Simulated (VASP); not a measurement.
# ZnS (Fm-3m) in VASP: notebook, part 2 of 2

VASP 6.6.1. The steps go on from the part before.

## (3) Single point, LDA (17.17 Å³/atom)

This run uses another cell than the first one, of 17.17 Å³/atom.

The input, INCAR:

```
ALGO = Normal
EDIFF = 1E-6
ENCUT = 500
GGA = CA
GGA_COMPAT = F
ISIF = 2
ISMEAR = 0
LASPH = T
LCHARG = F
LREAL = F
LWAVE = F
NBANDS = 16
NELM = 120
PREC = Accurate
SIGMA = 0.05
```

The input, KPOINTS:

```
k-points
0
Gamma
  14 14 14
```

The input, POSCAR:

```
ZnS
1.0
    0.0000000000      2.5796204407      2.5796204407
    2.5796204407      0.0000000000      2.5796204407
    2.5796204407      2.5796204407      0.0000000000
Zn S
1 1
Direct
    0.0000000000      0.0000000000      0.0000000000
    0.5000000000      0.5000000000      0.5000000000
```

Potentials or basis: VASP PAW LDA potentials, release 64 (Zn, S).

Command:

```
cat potpaw_LDA.64/Zn/POTCAR potpaw_LDA.64/S/POTCAR > POTCAR
mpirun -np 1 vasp_std > vasp.out
```

OUTCAR:

```text
EDIFF = 1E-6
   ENCUT = 500
   GGA = CA
   ISIF = 2
   ISMEAR = 0
   LASPH = T
   LREAL = F
   NELM = 120
   PREC = Accurate

 ion  position               nearest neighbor table
   1  0.000  0.000  0.000-   2 2.58   2 2.58   2 2.58   2 2.58   2 2.58   2 2.58
   2  0.500  0.500  0.500-   1 2.58   1 2.58   1 2.58   1 2.58   1 2.58   1 2.58

  LATTYP: Found a face centered cubic cell.
 ALAT       =     5.1592408814

  Lattice vectors:

 A1 = (   0.0000000000,   2.5796204407,   2.5796204407)
 A2 = (   2.5796204407,   0.0000000000,   2.5796204407)
 A3 = (   2.5796204407,   2.5796204407,   0.0000000000)

Analysis of symmetry for initial positions (statically):
=====================================================================
 Subroutine PRICEL returns:
 Original cell was already a primitive cell.

 Routine SETGRP: Setting up the symmetry group for a
 face centered cubic supercell.

 Subroutine GETGRP returns: Found 48 space group operations
 (whereof 48 operations were pure point group operations)
 out of a pool of 48 trial point group operations.

The static configuration has the point symmetry O_h .

Analysis of symmetry for dynamics (positions and initial velocities):
=====================================================================
 Subroutine PRICEL returns:
 Original cell was already a primitive cell.

 Routine SETGRP: Setting up the symmetry group for a
 face centered cubic supercell.

 Subroutine GETGRP returns: Found 48 space group operations
 (whereof 48 operations were pure point group operations)
 out of a pool of 48 trial point group operations.

The dynamic configuration has the point symmetry O_h .

 Subroutine INISYM returns: Found 48 space group operations
 (whereof 48 operations are pure point group operations),
 and found     1 'primitive' translations

----------------------------------------------------------------------------------------

[... 110 lines left out ...]
   IMIX   =      4    mixing-type and parameters
     AMIX     =   0.40;   BMIX     =  1.00
     AMIX_MAG =   1.60;   BMIX_MAG =  1.00
  volume/ion in A,a.u.               =      17.17       115.84
  Fermi-wavevector in a.u.,A,eV,Ry     =   1.320079  2.494587 23.709622  1.742608
  Thomas-Fermi vector in A             =   2.449931
   LORBIT       =      0    0 simple, 1 ext, 2 COOP (PROOUT), +10 PAW based schemes
   GGA     = CA    functional components
   LHFCALC =     F    Hartree Fock is set to
   AEXX    =    0.0000 exact exchange contribution
   IVDW    =     0    specifies the selected vdW correction
   LEPSILON=     F    determine dielectric tensor
   LRPA    =     F    only Hartree local field effects (RPA)
 non-spin polarized calculation
 Gauss-broadening in eV      SIGMA  =   0.05
  energy-cutoff  :      500.00
  volume of cell :       34.33
 maximum number of plane-waves:       893
   NGX = 13   NGY = 13   NGZ = 13

 number of electron      17.9999990 magnetization

 Free energy of the ion-electron system (eV)
  ---------------------------------------------------
  ext. energy  EPLUGINS =         0.00000000
  ---------------------------------------------------
  free energy    TOTEN  =        -7.54493056 eV

  energy without entropy =       -7.54407852  energy(sigma->0) =       -7.54450454

 E-fermi :   3.2895     XC(G=0): -10.9521

 val. band max:        3.2635549044   @ k =  -0.2857   0.1429   0.0000
 cond. band min:       3.3088472961   @ k =  -0.2143   0.1429   0.0000
 fundamental gap:      0.0452923917
 Fermi energy:         3.2894776524

 k-point     1 :       0.0000    0.0000    0.0000
  band No.  band energies     occupation
      1     -10.1827      2.00000
      2      -3.0462      2.00000
      3      -3.0462      2.00000
      4      -3.0326      2.00000
      5      -3.0326      2.00000
      6      -3.0326      2.00000
[... 433 lines left out ...]
      3      -3.1049      2.00000
      4      -3.1034      2.00000
      5      -2.9731      2.00000
      6      -2.9408      2.00000
[... 8 lines left out ...]
     15      15.7555      0.00000
     16      16.1745      0.00000

 [... further k-points ...]

------------------------ aborting loop because EDIFF is reached ----------------------------------------

  FORCE on cell =-STRESS in cart. coord.  units (eV):
  Direction    XX          YY          ZZ          XY          YZ          ZX
  --------------------------------------------------------------------------------------
  -------------------------------------------------------------------------------------
  Total       -1.9935795     -1.9935795     -1.9935795     -0.0000000      0.0000000     -0.0000000
  in kB      -93.0350739    -93.0350739    -93.0350739     -0.0000000      0.0000000     -0.0000000
  external PRESSURE =     -93.0350739 kB  Pullay stress =       0.0000000 kB

 VOLUME and BASIS-vectors are now :
 -----------------------------------------------------------------------------
  energy-cutoff  :      500.00
  volume of cell :       34.33
      direct lattice vectors                 reciprocal lattice vectors
     0.000000000  2.579620441  2.579620441    -0.193826965  0.193826965  0.193826965
     2.579620441  0.000000000  2.579620441     0.193826965 -0.193826965  0.193826965
     2.579620441  2.579620441  0.000000000     0.193826965  0.193826965 -0.193826965

 POSITION                                       TOTAL-FORCE (eV/Angst)
 -----------------------------------------------------------------------------------
      0.00000      0.00000      0.00000         0.000000      0.000000      0.000000
      2.57962      2.57962      2.57962         0.000000      0.000000     -0.000000
 -----------------------------------------------------------------------------------
    total drift:                               -0.000000      0.000000      0.000000

  FREE ENERGIE OF THE ION-ELECTRON SYSTEM (eV)
  ---------------------------------------------------
  free  energy   TOTEN  =        -7.5449305625 eV

  energy  without entropy=       -7.5440785230  energy(sigma->0) =       -7.54450454
```

OSZICAR:

```text
N       E                     dE             d eps       ncg     rms          rms(c)
DAV:   1     0.843997218292E+02    0.84400E+02   -0.88257E+03  3360   0.139E+03
DAV:   2    -0.269060197813E+01   -0.87090E+02   -0.81266E+02  3704   0.258E+02
DAV:   3    -0.796967195043E+01   -0.52791E+01   -0.52474E+01  4152   0.615E+01
DAV:   4    -0.801809512206E+01   -0.48423E-01   -0.48413E-01  4032   0.602E+00
DAV:   5    -0.801858100260E+01   -0.48588E-03   -0.48587E-03  4256   0.609E-01    0.634E+00
DAV:   6    -0.758035732589E+01    0.43822E+00   -0.79650E-01  4760   0.282E+01    0.498E+00
DAV:   7    -0.755136468159E+01    0.28993E-01   -0.15119E-01  4000   0.409E+00    0.246E+00
DAV:   8    -0.754533112060E+01    0.60336E-02   -0.44194E-03  4456   0.832E-01    0.542E-01
DAV:   9    -0.754492478241E+01    0.40634E-03   -0.95748E-04  4728   0.289E-01    0.807E-02
DAV:  10    -0.754493215754E+01   -0.73751E-05   -0.39136E-05  4352   0.889E-02    0.499E-02
DAV:  11    -0.754493056724E+01    0.15903E-05   -0.11047E-05  4088   0.460E-02    0.203E-03
DAV:  12    -0.754493056249E+01    0.47487E-08   -0.13103E-07  2152   0.627E-03
   1 F= -.75449306E+01 E0= -.75445045E+01  d E =-.852039E-03
```

Run time: 64 s. Hardware: 1 thread of Intel Xeon Platinum 8375C at 2.90GHz (Ice Lake), shared host; peak memory 0.17 GiB.

Results:

```
Free energy            : -7.5449 eV
Pressure               : -9.3 GPa
Band gap on the k mesh : zero (bands 9 and 10 overlap by 0.50 eV)
```

Levels at points of the mesh, in eV from the Fermi level:
| k point | band 5 | band 6 | band 7 | band 8 | band 9 | band 10 | band 11 | band 12 | band 13 | band 14 |
| --- | --- | --- | --- | --- | --- | --- | --- | --- | --- | --- |
| (0.00, 0.00, 0.00) | -6.32 | -6.32 | -0.52 | -0.52 | -0.52 | 1.39 | 9.04 | 9.04 | 9.04 | 11.08 |
| (0.50, 0.00, 0.00) | -6.18 | -6.18 | -5.34 | -0.08 | -0.08 | 3.73 | 5.49 | 5.49 | 6.90 | 12.98 |
| (0.50, 0.50, 0.00) | -6.13 | -5.74 | -4.96 | -2.36 | -2.36 | -0.48 | 5.45 | 11.25 | 11.77 | 11.77 |

Caveat: the cell stands under tension; semilocal functionals underestimate gaps, so a narrow gap can read as zero.
